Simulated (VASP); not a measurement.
# GaN (P6_3mc) in VASP: a series of runs

GaN is run at these levels: PBE; tasks: single point.

Everything below comes from runs of VASP 6.6.1. Logs are shortened: lines on timing, memory, paths and dates and some standing lists are left out, and cuts for length are marked.

### 1 The cell of the first run

It takes space group P6_3mc (No. 186, hexagonal). Conventional cell: a = 3.119 Å, b = 3.119 Å, c = 5.233 Å, α = 90.00°, β = 90.00°, γ = 120.00°. Within 2.5 Å of Ga (site symmetry 3m) lie 4 N at 1.92 to 1.94 Å. N (site symmetry 3m) has 4 Ga at 1.92 to 1.94 Å within 2.5 Å.

### 2 Single point, PBE (epitaxial xy strain -2.0%)

INCAR

```
SYSTEM = GaN
PREC = Accurate
ENCUT = 520
EDIFF = 1E-6
ISMEAR = 0
SIGMA = 0.01
LREAL = .FALSE.
LASPH = .TRUE.
NELM = 100
ALGO = Normal
ISIF = 2
LWAVE = .FALSE.
LCHARG = .TRUE.
GGA = PE
LELF = .TRUE.
LVHAR = .TRUE.
NBANDS = 26
```

KPOINTS

```
Automatic mesh
0
G
  6 6 4
  0 0 0
```

POSCAR

```
GaN
1.0
    3.1194863886      0.0000000000      0.0000000000
   -1.5597431943      2.7015544593      0.0000000000
    0.0000000000      0.0000000000      5.2330852249
Ga N
2 2
Direct
    0.3333333333      0.6666666667      0.0016671475
    0.6666666667      0.3333333333      0.5016671475
    0.3333333333      0.6666666667      0.3733328525
    0.6666666667      0.3333333333      0.8733328525
```

Potentials or basis: VASP PAW PBE potentials, release 64 (Ga_d, N).

Command:

```console
$ cat potpaw_PBE.64/Ga_d/POTCAR potpaw_PBE.64/N/POTCAR > POTCAR
$ mpirun -np 1 vasp_std > vasp.out
```

OUTCAR:

```text
SYSTEM = GaN
   PREC = Accurate
   ENCUT = 520
   EDIFF = 1E-6
   ISMEAR = 0
   LREAL = .FALSE.
   LASPH = .TRUE.
   NELM = 100
   ISIF = 2
   GGA = PE

 ion  position               nearest neighbor table
   1  0.333  0.667  0.002-   4 1.92   4 1.92   4 1.92   3 1.94
   2  0.667  0.333  0.502-   3 1.92   3 1.92   3 1.92   4 1.94
   3  0.333  0.667  0.373-   2 1.92   2 1.92   2 1.92   1 1.94
   4  0.667  0.333  0.873-   1 1.92   1 1.92   1 1.92   2 1.94

  LATTYP: Found a hexagonal cell.
 ALAT       =     3.1194863886
 C/A-ratio  =     1.6775470616

  Lattice vectors:

 A1 = (   3.1194863886,   0.0000000000,   0.0000000000)
 A2 = (  -1.5597431943,   2.7015544593,   0.0000000000)
 A3 = (   0.0000000000,   0.0000000000,   5.2330852249)

Analysis of symmetry for initial positions (statically):
=====================================================================
 Subroutine PRICEL returns:
 Original cell was already a primitive cell.

 Routine SETGRP: Setting up the symmetry group for a
 hexagonal supercell.

 Subroutine GETGRP returns: Found 12 space group operations
 (whereof  6 operations were pure point group operations)
 out of a pool of 24 trial point group operations.

The static configuration has the point symmetry C_3v.
 The point group associated with its full space group is C_6v.

Analysis of symmetry for dynamics (positions and initial velocities):
=====================================================================
 Subroutine PRICEL returns:
 Original cell was already a primitive cell.

 Routine SETGRP: Setting up the symmetry group for a
 hexagonal supercell.

 Subroutine GETGRP returns: Found 12 space group operations
 (whereof  6 operations were pure point group operations)
 out of a pool of 24 trial point group operations.

The dynamic configuration has the point symmetry C_3v.
 The point group associated with its full space group is C_6v.

 Subroutine INISYM returns: Found 12 space group operations
 (whereof  6 operations are pure point group operations),
 and found     1 'primitive' translations

----------------------------------------------------------------------------------------

                                     Primitive cell

  volume of cell :      44.1016

  direct lattice vectors                    reciprocal lattice vectors
     3.119486389  0.000000000  0.000000000     0.320565592  0.185078631  0.000000000
    -1.559743194  2.701554459  0.000000000     0.000000000  0.370157261  0.000000000
     0.000000000  0.000000000  5.233085225     0.000000000  0.000000000  0.191091862

  length of vectors
     3.119486389  3.119486389  5.233085225     0.370157261  0.370157261  0.191091862

  position of ions in fractional coordinates (direct lattice)
     0.333333333  0.666666667  0.001667148
     0.666666667  0.333333333  0.501667148
     0.333333333  0.666666667  0.373332852
     0.666666667  0.333333333  0.873332852

  ion indices of the primitive-cell ions
   primitive index   ion index
                 1           1
                 2           2
                 3           3
                 4           4

----------------------------------------------------------------------------------------

 KPOINTS: Automatic mesh

Automatic generation of k-mesh.
 Grid dimensions read from file:
 generate k-points for:    6    6    4

 Generating k-lattice:

  Cartesian coordinates                     Fractional coordinates (reciprocal lattice)
     0.053427599  0.030846438  0.000000000     0.166666667  0.000000000  0.000000000
     0.000000000  0.061692877  0.000000000     0.000000000  0.166666667  0.000000000
     0.000000000  0.000000000  0.047772966     0.000000000  0.000000000  0.250000000

  Length of vectors
     0.061692877  0.061692877  0.047772966

  Shift w.r.t. Gamma in fractional coordinates (k-lattice)
     0.000000000  0.000000000  0.000000000

 Subroutine IBZKPT returns following result:
 ===========================================

 Found     21 irreducible k-points:

 Following reciprocal coordinates:
            Coordinates               Weight
  0.000000  0.000000  0.000000      1.000000
  0.166667  0.000000  0.000000      6.000000
  0.333333  0.000000  0.000000      6.000000
  0.500000 -0.000000  0.000000      3.000000
  0.166667  0.166667  0.000000      6.000000
  0.333333  0.166667  0.000000     12.000000
[... 13 lines left out ...]
  0.333333  0.166667  0.500000     12.000000
  0.333333  0.333333  0.500000      2.000000
   k-points           NKPTS =     21   k-points in BZ     NKDIM =     21   number of bands    NBANDS=     26
   number of dos      NEDOS =    301   number of ions     NIONS =      4
   total plane-waves  NPLWV =  23040
   dimension x,y,z NGX =    24 NGY =   24 NGZ =   40
   dimension x,y,z NGXF=    48 NGYF=   48 NGZF=   80
   ions per type =               2   2
   NGX,Y,Z   is equivalent  to a cutoff of  12.79, 12.79, 12.71 a.u.
   NGXF,Y,Z  is equivalent  to a cutoff of  25.58, 25.58, 25.41 a.u.
 SYSTEM =  GaN
   PREC   = accura    normal or accurate (medium, high low for compatibility)
   ISTART =      0    job   : 0-new  1-cont  2-samecut
   ICHARG =      2    charge: 1-file 2-atom 10-const
   ISPIN  =      1    spin polarized calculation?
   LNONCOLLINEAR =      F non collinear calculations
   LSORBIT =      F    spin-orbit coupling
   LASPH  =      T    aspherical Exc in radial PAW
   ENCUT  =  520.0 eV  38.22 Ry    6.18 a.u.   5.80  5.80  9.73*2*pi/ulx,y,z
   NELM   =    100;   NELMIN=  2; NELMDL= -5     # of ELM steps
   EDIFF  = 0.1E-05   stopping-criterion for ELM
   LREAL  =      F    real-space projection
   EDIFFG = 0.1E-04   stopping-criterion for IOM
   NSW    =      0    number of steps for IOM
   IBRION =     -1    ionic relax: 0-MD 1-quasi-New 2-CG
   NFREE  =      0    steps in history (QN), initial steepest desc. (CG)
   ISIF   =      2    stress and relaxation
   ISYM   =      2    0-nonsym 1-usesym 2-fastsym
   POTIM  = 0.5000    time-step for ionic-motion
   TEBEG  =    0.0;   TEEND  =   0.0 temperature during run
   PSTRESS=    0.0 pullay stress
   NELECT =      36.0000    total number of electrons
   NUPDOWN=      -1.0000    fix difference up-down
   EMIN   =  10.00;   EMAX   =-10.00  energy-range for DOS
   EFERMI =   0.00;   METHOD = LEGACY
   ISMEAR =     0;   SIGMA  =   0.01  broadening in eV -4-tet -1-fermi 0-gaus
   EFERMI_NEDOS =   21; number of points for ismear=-14 and -15
   IALGO  =     38    algorithm
   IMIX   =      4    mixing-type and parameters
     AMIX     =   0.40;   BMIX     =  1.00
     AMIX_MAG =   1.60;   BMIX_MAG =  1.00
  volume/ion in A,a.u.               =      11.03        74.40
  Fermi-wavevector in a.u.,A,eV,Ry     =   1.529998  2.891276 31.849784  2.340893
  Thomas-Fermi vector in A             =   2.637541
   LORBIT       =      0    0 simple, 1 ext, 2 COOP (PROOUT), +10 PAW based schemes
   GGA     = PE    functional components
   LHFCALC =     F    Hartree Fock is set to
   AEXX    =    0.0000 exact exchange contribution
   IVDW    =     0    specifies the selected vdW correction
   LEPSILON=     F    determine dielectric tensor
   LRPA    =     F    only Hartree local field effects (RPA)
 non-spin polarized calculation
 Gauss-broadening in eV      SIGMA  =   0.01
  energy-cutoff  :      520.00
  volume of cell :       44.10
 maximum number of plane-waves:      1201
 NGX is ok and might be reduce to    24
   NGX = 11   NGY = 11   NGZ = 19

 number of electron      36.0000010 magnetization

 Free energy of the ion-electron system (eV)
  ---------------------------------------------------
  ext. energy  EPLUGINS =         0.00000000
  ---------------------------------------------------
  free energy    TOTEN  =       -24.18715536 eV

  energy without entropy =      -24.18715536  energy(sigma->0) =      -24.18715536

 E-fermi :   5.8210     XC(G=0): -11.8630

 val. band max:        5.7798212228   @ k =   0.0000   0.0000   0.0000
 cond. band min:       7.7882995631   @ k =   0.0000   0.0000   0.0000
 fundamental gap:      2.0084783404
 Fermi energy:         5.8209701952

 k-point     1 :       0.0000    0.0000    0.0000
  band No.  band energies     occupation
      1     -10.5740      2.00000
      2      -9.5552      2.00000
      3      -7.7765      2.00000
      4      -7.7499      2.00000
      5      -7.7499      2.00000
      6      -7.6859      2.00000
[... 18 lines left out ...]
     25      17.8734      0.00000
     26      17.8734      0.00000

 k-point     2 :       0.1667    0.0000    0.0000
  band No.  band energies     occupation
      1     -10.2924      2.00000
      2      -9.4778      2.00000
      3      -7.7394      2.00000
      4      -7.7093      2.00000
      5      -7.6741      2.00000
      6      -7.6391      2.00000
[... 18 lines left out ...]
     25      17.2537      0.00000
     26      18.3592      0.00000

 k-point     3 :       0.3333    0.0000    0.0000
  band No.  band energies     occupation
      1      -9.7592      2.00000
      2      -9.3705      2.00000
      3      -7.6970      2.00000
      4      -7.6651      2.00000
      5      -7.5850      2.00000
      6      -7.5136      2.00000
[... 18 lines left out ...]
     25      17.6583      0.00000
     26      18.9042      0.00000

 k-point     4 :       0.5000   -0.0000    0.0000
  band No.  band energies     occupation
      1      -9.5434      2.00000
      2      -9.3399      2.00000
      3      -7.7021      2.00000
      4      -7.6619      2.00000
      5      -7.5578      2.00000
      6      -7.5272      2.00000
[... 18 lines left out ...]
     25      18.2862      0.00000
     26      19.3702      0.00000
[... 409 lines left out ...]
      1      -9.5632      2.00000
      2      -9.5632      2.00000
      3      -7.6540      2.00000
      4      -7.6540      2.00000
      5      -7.6273      2.00000
      6      -7.6273      2.00000
[... 18 lines left out ...]
     25      17.7791      0.00000
     26      17.7791      0.00000

 k-point    20 :       0.3333    0.1667    0.5000
  band No.  band energies     occupation
      1      -9.3932      2.00000
      2      -9.3932      2.00000
      3      -7.6571      2.00000
      4      -7.6571      2.00000
      5      -7.5836      2.00000
      6      -7.5836      2.00000
[... 18 lines left out ...]
     25      18.4348      0.00000
     26      18.4348      0.00000

 k-point    21 :       0.3333    0.3333    0.5000
  band No.  band energies     occupation
      1      -9.3470      2.00000
      2      -9.3470      2.00000
      3      -7.6092      2.00000
      4      -7.6092      2.00000
      5      -7.6066      2.00000
      6      -7.6066      2.00000
[... 18 lines left out ...]
     25      19.8646      0.00000
     26      19.8716      0.00000

------------------------ aborting loop because EDIFF is reached ----------------------------------------

  FORCE on cell =-STRESS in cart. coord.  units (eV):
  Direction    XX          YY          ZZ          XY          YZ          ZX
  --------------------------------------------------------------------------------------
  -------------------------------------------------------------------------------------
  Total        4.3540143      4.3540143      1.8156398      0.0000000      0.0000000     -0.0000000
  in kB      158.1778994    158.1778994     65.9607601      0.0000000      0.0000000     -0.0000000
  external PRESSURE =     127.4388530 kB  Pullay stress =       0.0000000 kB

 VOLUME and BASIS-vectors are now :
 -----------------------------------------------------------------------------
  energy-cutoff  :      520.00
  volume of cell :       44.10
      direct lattice vectors                 reciprocal lattice vectors
     3.119486389  0.000000000  0.000000000     0.320565592  0.185078631  0.000000000
    -1.559743194  2.701554459  0.000000000     0.000000000  0.370157261  0.000000000
     0.000000000  0.000000000  5.233085225     0.000000000  0.000000000  0.191091862

 POSITION                                       TOTAL-FORCE (eV/Angst)
 -----------------------------------------------------------------------------------
     -0.00000      1.80104      0.00872         0.000000      0.000000      0.025707
      1.55974      0.90052      2.62527        -0.000000     -0.000000      0.025707
     -0.00000      1.80104      1.95368        -0.000000      0.000000     -0.025707
      1.55974      0.90052      4.57023         0.000000      0.000000     -0.025707
 -----------------------------------------------------------------------------------
    total drift:                               -0.000001     -0.000001     -0.000833

  FREE ENERGIE OF THE ION-ELECTRON SYSTEM (eV)
  ---------------------------------------------------
  free  energy   TOTEN  =       -24.1871553643 eV

  energy  without entropy=      -24.1871553643  energy(sigma->0) =      -24.18715536
```

Run time: 16 s. Hardware: 1 thread of Intel Xeon 6975P-C (Granite Rapids), shared host; peak memory 0.16 GiB.

What came out:

| Property | Result |
| --- | --- |
| Free energy | -24.1872 eV |
| Pressure | 12.7 GPa |
| Largest force | 0.026 eV/Å |
| Band gap on the k mesh | 2.01 eV |

Forces on the atoms (eV/Å):
```
Ga   0.000  0.000  0.026
Ga   0.000  0.000  0.026
N    0.000  0.000 -0.026
N    0.000  0.000 -0.026
```

Levels at points of the mesh, in eV from the valence-band top:
```csv
k point,band 15,band 16,band 17,band 18,band 19,band 20,band 21,band 22
"(0.00, 0.00, 0.00)",-1.00,-0.24,0.00,0.00,2.01,4.75,9.09,10.31
"(0.50, 0.00, 0.00)",-4.46,-2.78,-2.44,-1.07,5.31,5.63,5.89,8.71
"(0.00, 0.00, 0.50)",-0.51,-0.51,-0.51,-0.51,4.50,4.50,8.48,8.48
"(0.50, 0.00, 0.50)",-2.18,-2.18,-2.00,-2.00,4.35,4.35,7.92,7.92
```

Caveat: the cell differs from its parent crystal (epitaxial xy strain -2.0%); the cell stands under pressure.

### 3 Single point, PBE (epitaxial xy strain -4.0%)

INCAR

```
SYSTEM = GaN
  PREC = Accurate
  ENCUT = 520
  EDIFF = 1E-6
  ISMEAR = -1
  SIGMA = 0.02
  LREAL = .FALSE.
  LASPH = .TRUE.
  NELM = 80
  ALGO = Normal
  ISIF = 2
  LWAVE = .FALSE.
  LCHARG = .TRUE.
  GGA = PE
  LELF = .TRUE.
  LVHAR = .TRUE.
  NBANDS = 26
```

KPOINTS

```
regular mesh
0
G
  12 12 6
  0 0 0
```

POSCAR

```
GaN
1.0
    3.0558234011      0.0000000000      0.0000000000
   -1.5279117005      2.6464206948      0.0000000000
    0.0000000000      0.0000000000      5.2837860489
Ga N
2 2
Direct
    0.3333333333      0.6666666667      0.0044698793
    0.6666666667      0.3333333333      0.5044698793
    0.3333333333      0.6666666667      0.3705301207
    0.6666666667      0.3333333333      0.8705301207
```

Potentials or basis: VASP PAW PBE potentials, release 64 (Ga_d, N).

Command:

```console
$ cat potpaw_PBE.64/Ga_d/POTCAR potpaw_PBE.64/N/POTCAR > POTCAR
$ mpirun -np 1 vasp_std > vasp.out
```

Run time: 46 s. Hardware: 1 thread of Intel Xeon 6975P-C (Granite Rapids), shared host; peak memory 0.2 GiB.

The run converged. Its results:

```yaml
Free_energy: -23.9750 eV
Pressure: 20.1 GPa
Largest_force: 0.049 eV/Å
Band_gap_on_the_k_mesh: 2.00 eV
```

Forces on the atoms (eV/Å):
```
Ga   0.000  0.000  0.049
Ga   0.000  0.000  0.049
N    0.000  0.000 -0.049
N    0.000  0.000 -0.049
```

Stress tensor (GPa, compression positive):
```
26.70  0.00  0.00
 0.00 26.70  0.00
 0.00  0.00  7.00
```

Levels at points of the mesh, in eV from the valence-band top:
```
           k point  band 16  band 17  band 18  band 19  band 20  band 21
(0.00, 0.00, 0.00)    -0.50     0.00     0.00     2.00     5.23     8.93
(0.50, 0.00, 0.00)    -2.81    -2.71    -1.13     5.44     5.52     5.89
(0.00, 0.00, 0.50)    -0.49    -0.49    -0.49     4.71     4.71     8.47
(0.50, 0.00, 0.50)    -2.50    -2.04    -2.04     4.22     4.22     8.07
```

Caveat: the cell differs from its parent crystal (epitaxial xy strain -4.0%); the cell stands under pressure.

### 4 Single point, PBE (epitaxial xy strain -3.0%)

INCAR

```
SYSTEM = GaN
  PREC = Accurate
  ENCUT = 520
  EDIFF = 1E-6
  ISMEAR = -1
  SIGMA = 0.02
  LREAL = .False.
  LASPH = .True.
  NELM = 60
  ALGO = Normal
  ISIF = 2
  LWAVE = .False.
  LCHARG = .False.
  GGA = PE
  NBANDS = 26
```

KPOINTS

```
regular mesh
0
Gamma
  12 12 6
  0 0 0
```

POSCAR

```
GaN
1.0
    3.0876548948      0.0000000000      0.0000000000
   -1.5438274474      2.6739875771      0.0000000000
    0.0000000000      0.0000000000      5.2583969242
Ga N
2 2
Direct
    0.3333333333      0.6666666667      0.0030403154
    0.6666666667      0.3333333333      0.5030403154
    0.3333333333      0.6666666667      0.3719596846
    0.6666666667      0.3333333333      0.8719596846
```

Command:

```console
$ cat potpaw_PBE.64/Ga_d/POTCAR potpaw_PBE.64/N/POTCAR > POTCAR
$ mpirun -np 1 vasp_std > vasp.out
```

It took 44 s on 1 thread of Intel Xeon 6975P-C (Granite Rapids), shared host; peak memory 0.2 GiB.

It converged, with:

```
Free energy            : -24.0981 eV
Pressure               : 16.3 GPa
Largest force          : 0.037 eV/Å
Band gap on the k mesh : 2.02 eV
```

Forces on the atoms (eV/Å):
```
Ga   0.000  0.000  0.037
Ga   0.000  0.000  0.037
N    0.000  0.000 -0.037
N    0.000  0.000 -0.037
```

Stress tensor (GPa, compression positive):
```
21.08  0.00  0.00
 0.00 21.08  0.00
 0.00  0.00  6.81
```

Levels at points of the mesh, in eV from the valence-band top:
```
           k point  band 15  band 16  band 17  band 18  band 19  band 20  band 21  band 22
(0.00, 0.00, 0.00)    -0.98    -0.37     0.00     0.00     2.02     4.99     9.02    10.27
(0.50, 0.00, 0.00)    -4.60    -2.80    -2.56    -1.10     5.42     5.56     5.87     8.73
(0.00, 0.00, 0.50)    -0.50    -0.50    -0.50    -0.50     4.61     4.61     8.48     8.48
(0.50, 0.00, 0.50)    -2.34    -2.34    -2.02    -2.02     4.29     4.29     7.99     7.99
```

Caveat: the cell differs from its parent crystal (epitaxial xy strain -3.0%); the cell stands under pressure.

(Continued in part 2 of 2.)
